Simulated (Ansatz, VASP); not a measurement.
**NiO in VASP and in Ansatz**

```
Ni O
1.0
     0.00000    2.09131    2.09131
     2.09131    0.00000    2.09131
     2.09131    2.09131    0.00000
Ni O
1 1
Cartesian
  0.0000 0.0000 0.0000
  2.0913 2.0913 2.0913
```

Alike in both runs: task single point; functional LDA; k mesh 12 × 12 × 12; occupations gaussian, width 0.05 eV; no spin polarisation; Hubbard terms Ni d U = 4.2 eV.

```csv
,VASP,Ansatz
version,VASP 6.6.1,Ansatz 0.2.0
potentials or method,"VASP PAW LDA potentials, release 64 (Ni_sv_GW, O), cutoff 700 eV","scalar-relativistic, plane waves, PAW"
valence electrons in the cell,24,24
```

```tsv
	VASP	Ansatz	Ansatz less VASP
gap on the k mesh at the Fermi level (eV)	none	none	-
pressure (GPa)	-21.8	-20.7	+1.06
```

LDA's correlation is that of Perdew and Zunger in VASP and of Perdew and Wang (1992) in Ansatz. The programs project onto different local orbitals, so the same U acts differently, and such runs can settle in different states. A gap of «none» marks a metal or a gap that the smearing closes. Ansatz's warnings: filled band counts differ across k points.
